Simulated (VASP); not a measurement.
# WC (P1) in VASP: single point with PBE

Aim: the single point of WC with PBE.

Everything below comes from runs of VASP 6.6.1. Logs are shortened: lines on timing, memory, paths and dates and some standing lists are left out, and cuts for length are marked.

## Step 1: The cell of the first run

The typed cell holds 2 atoms: a = 2.901 Å, b = 2.901 Å, c = 2.829 Å, α = 90.00°, β = 90.00°, γ = 120.00°.

## Step 2: Single point, PBE (one atom moved)

The input, INCAR:

```
PREC = Accurate
ENCUT = 520
EDIFF = 1E-7
ISMEAR = 0
SIGMA = 0.1
LREAL = F
LASPH = T
NELM = 80
ALGO = Normal
ISIF = 2
LWAVE = F
LCHARG = F
GGA = PE
NBANDS = 16
```

The input, KPOINTS:

```
regular mesh
0
Gamma
  15 15 14
```

The input, POSCAR:

```
WC
1.0
    2.9005014360      0.0000000000      0.0000000000
   -1.4502507180      2.5119079273      0.0000000000
    0.0000000000      0.0000000000      2.8290000000
W C
1 1
Direct
    0.0000000000      0.0000000000      0.0000000000
    0.6408769664      0.3190095599      0.5478013432
```

Potentials or basis: VASP PAW PBE potentials, release 64 (W_sv, C).

On the command line:

```
$ cat potpaw_PBE.64/W_sv/POTCAR potpaw_PBE.64/C/POTCAR > POTCAR
$ mpirun -np 1 vasp_std > vasp.out
```

OUTCAR:

```text
PREC = Accurate
   ENCUT = 520
   EDIFF = 1E-7
   ISMEAR = 0
   LREAL = F
   LASPH = T
   NELM = 80
   ISIF = 2
   GGA = PE

 ion  position               nearest neighbor table
   1  0.000  0.000  0.000-   2 2.06   2 2.13   2 2.14   2 2.23   2 2.30   2 2.31
   2  0.641  0.319  0.548-   1 2.06   1 2.13   1 2.14   1 2.23   1 2.30   1 2.31

  LATTYP: Found a hexagonal cell.
 ALAT       =     2.9005014360
 C/A-ratio  =     0.9753485949

  Lattice vectors:

 A1 = (   2.9005014360,   0.0000000000,   0.0000000000)
 A2 = (  -1.4502507180,   2.5119079273,   0.0000000000)
 A3 = (   0.0000000000,   0.0000000000,   2.8290000000)

Analysis of symmetry for initial positions (statically):
=====================================================================
 Subroutine PRICEL returns:
 Original cell was already a primitive cell.

 Routine SETGRP: Setting up the symmetry group for a
 hexagonal supercell.

 Subroutine GETGRP returns: Found  1 space group operations
 (whereof  1 operations were pure point group operations)
 out of a pool of 24 trial point group operations.

The static configuration has the point symmetry C_1 .

Analysis of symmetry for dynamics (positions and initial velocities):
=====================================================================
 Subroutine PRICEL returns:
 Original cell was already a primitive cell.

 Routine SETGRP: Setting up the symmetry group for a
 hexagonal supercell.

 Subroutine GETGRP returns: Found  1 space group operations
 (whereof  1 operations were pure point group operations)
 out of a pool of 24 trial point group operations.

The dynamic configuration has the point symmetry C_1 .

 Subroutine INISYM returns: Found  1 space group operations
 (whereof  1 operations are pure point group operations),
 and found     1 'primitive' translations

----------------------------------------------------------------------------------------

                                     Primitive cell

  volume of cell :      20.6115

  direct lattice vectors                    reciprocal lattice vectors
     2.900501436  0.000000000  0.000000000     0.344767973  0.199051882  0.000000000
    -1.450250718  2.511907927  0.000000000     0.000000000  0.398103764  0.000000000
     0.000000000  0.000000000  2.829000000     0.000000000  0.000000000  0.353481796

  length of vectors
[... 81 lines left out ...]
   NELM   =     80;   NELMIN=  2; NELMDL= -5     # of ELM steps
   EDIFF  = 0.1E-06   stopping-criterion for ELM
   LREAL  =      F    real-space projection
   EDIFFG = 0.1E-05   stopping-criterion for IOM
   NSW    =      0    number of steps for IOM
   IBRION =     -1    ionic relax: 0-MD 1-quasi-New 2-CG
   NFREE  =      0    steps in history (QN), initial steepest desc. (CG)
   ISIF   =      2    stress and relaxation
   ISYM   =      2    0-nonsym 1-usesym 2-fastsym
   POTIM  = 0.5000    time-step for ionic-motion
   TEBEG  =    0.0;   TEEND  =   0.0 temperature during run
   PSTRESS=    0.0 pullay stress
   NELECT =      18.0000    total number of electrons
   NUPDOWN=      -1.0000    fix difference up-down
   EMIN   =  10.00;   EMAX   =-10.00  energy-range for DOS
   EFERMI =   0.00;   METHOD = LEGACY
   ISMEAR =     0;   SIGMA  =   0.10  broadening in eV -4-tet -1-fermi 0-gaus
   EFERMI_NEDOS =   21; number of points for ismear=-14 and -15
   IALGO  =     38    algorithm
   IMIX   =      4    mixing-type and parameters
     AMIX     =   0.40;   BMIX     =  1.00
     AMIX_MAG =   1.60;   BMIX_MAG =  1.00
  volume/ion in A,a.u.               =      10.31        69.55
  Fermi-wavevector in a.u.,A,eV,Ry     =   1.564813  2.957068 33.315762  2.448639
  Thomas-Fermi vector in A             =   2.667381
   LORBIT       =      0    0 simple, 1 ext, 2 COOP (PROOUT), +10 PAW based schemes
   GGA     = PE    functional components
   LHFCALC =     F    Hartree Fock is set to
   AEXX    =    0.0000 exact exchange contribution
   IVDW    =     0    specifies the selected vdW correction
   LEPSILON=     F    determine dielectric tensor
   LRPA    =     F    only Hartree local field effects (RPA)
 non-spin polarized calculation
 Gauss-broadening in eV      SIGMA  =   0.10
  energy-cutoff  :      520.00
  volume of cell :       20.61
 maximum number of plane-waves:       580
 NGX is ok and might be reduce to    24
   NGX = 11   NGY = 11   NGZ = 11

 number of electron      18.0000001 magnetization

 Free energy of the ion-electron system (eV)
  ---------------------------------------------------
  ext. energy  EPLUGINS =         0.00000000
  ---------------------------------------------------
  free energy    TOTEN  =       -22.26060499 eV

  energy without entropy =      -22.25864677  energy(sigma->0) =      -22.25962588

 E-fermi :  11.1853     XC(G=0): -13.8242

 val. band max:       11.1837098227   @ k =   0.4000   0.3333   0.0000
 cond. band min:      11.1864239076   @ k =  -0.0667   0.0667   0.0714
 fundamental gap:      0.0027140849
 Fermi energy:        11.1852808154

 k-point     1 :       0.0000    0.0000    0.0000
  band No.  band energies     occupation
      1     -62.7704      2.00000
      2     -26.7586      2.00000
      3     -26.6662      2.00000
      4     -26.6634      2.00000
      5      -3.3188      2.00000
      6       6.5816      2.00000
[... 433 lines left out ...]
      3     -26.7438      2.00000
      4     -26.6896      2.00000
      5      -2.9779      2.00000
      6       6.5962      2.00000
[... 8 lines left out ...]
     15      24.6254      0.00000
     16      28.3243      0.00000

 [... further k-points ...]

------------------------ aborting loop because EDIFF is reached ----------------------------------------

  FORCE on cell =-STRESS in cart. coord.  units (eV):
  Direction    XX          YY          ZZ          XY          YZ          ZX
  --------------------------------------------------------------------------------------
  -------------------------------------------------------------------------------------
  Total        2.0064379      1.4705804      2.1423385      0.4071659     -0.2650096     -0.4116038
  in kB      155.9647907    114.3114138    166.5286401     31.6498957    -20.5997753    -31.9948608
  external PRESSURE =     145.6016149 kB  Pullay stress =       0.0000000 kB

 VOLUME and BASIS-vectors are now :
 -----------------------------------------------------------------------------
  energy-cutoff  :      520.00
  volume of cell :       20.61
      direct lattice vectors                 reciprocal lattice vectors
     2.900501436  0.000000000  0.000000000     0.344767973  0.199051882  0.000000000
    -1.450250718  2.511907927  0.000000000     0.000000000  0.398103764  0.000000000
     0.000000000  0.000000000  2.829000000     0.000000000  0.000000000  0.353481796

 POSITION                                       TOTAL-FORCE (eV/Angst)
 -----------------------------------------------------------------------------------
      0.00000      0.00000      0.00000        -0.966956     -0.631811      2.095732
      1.39622      0.80132      1.54973         0.966956      0.631811     -2.095732
 -----------------------------------------------------------------------------------
    total drift:                                0.000012     -0.000006      0.000051

  FREE ENERGIE OF THE ION-ELECTRON SYSTEM (eV)
  ---------------------------------------------------
  free  energy   TOTEN  =       -22.2606049898 eV

  energy  without entropy=      -22.2586467738  energy(sigma->0) =      -22.25962588
```

OSZICAR:

```text
N       E                     dE             d eps       ncg     rms          rms(c)
DAV:   1     0.110771935896E+03    0.11077E+03   -0.93865E+03 50560   0.126E+03
DAV:   2    -0.220899974561E+02   -0.13286E+03   -0.12834E+03 59752   0.337E+02
DAV:   3    -0.253277198849E+02   -0.32377E+01   -0.32268E+01 56416   0.502E+01
DAV:   4    -0.253445308832E+02   -0.16811E-01   -0.16810E-01 64896   0.407E+00
DAV:   5    -0.253446538179E+02   -0.12293E-03   -0.12293E-03 56088   0.330E-01    0.336E+01
DAV:   6    -0.223427744116E+02    0.30019E+01   -0.57227E+00 61216   0.260E+01    0.910E+00
DAV:   7    -0.222882579107E+02    0.54517E-01   -0.42624E-01 51472   0.512E+00    0.651E+00
DAV:   8    -0.222616295498E+02    0.26628E-01   -0.57695E-02 57888   0.210E+00    0.953E-01
DAV:   9    -0.222606595613E+02    0.96999E-03   -0.26718E-03 55256   0.407E-01    0.120E-01
DAV:  10    -0.222606072800E+02    0.52281E-04   -0.28954E-04 62032   0.195E-01    0.496E-02
DAV:  11    -0.222606056608E+02    0.16192E-05   -0.14643E-05 59296   0.374E-02    0.835E-03
DAV:  12    -0.222606051675E+02    0.49340E-06   -0.22809E-06 55496   0.137E-02    0.237E-03
DAV:  13    -0.222606050203E+02    0.14719E-06   -0.11132E-07 43856   0.323E-03    0.471E-04
DAV:  14    -0.222606049898E+02    0.30513E-07   -0.98980E-09 26584   0.111E-03
   1 F= -.22260605E+02 E0= -.22259626E+02  d E =-.195822E-02
```

stdout:

```text
POSCAR found type information on POSCAR W C
 POSCAR found :  2 types and       2 ions
 scaLAPACK will be used
 LDA part: xc-table for (Slater+PW92), standard interpolation
 POSCAR, INCAR and KPOINTS ok, starting setup
 FFT: planning ... GRIDC
 FFT: planning ... GRID_SOFT
 FFT: planning ... GRID
 WAVECAR not read
 entering main loop
```

It took 3.6 min on 1 thread of Intel Xeon 8259CL, shared host; peak memory 0.59 GiB.

Results:

```yaml
Free_energy: -22.2606 eV
Pressure: 14.6 GPa
Largest_force: 2.393 eV/Å
Band_gap_on_the_k_mesh: zero (bands 9 and 10 overlap by 1.10 eV)
```

Forces in eV/Å, atoms in the order of the input:
```
W   -0.967 -0.632  2.096
C    0.967  0.632 -2.096
```

Caveat: the cell differs from its parent crystal (one atom moved); the stress differs along the axes, from 11 to 17 GPa; spin-orbit coupling is left out, which moves the levels of the heavy elements; forces of over 1 eV/Å act on the atoms, so gaps and moduli don't describe the material at rest.
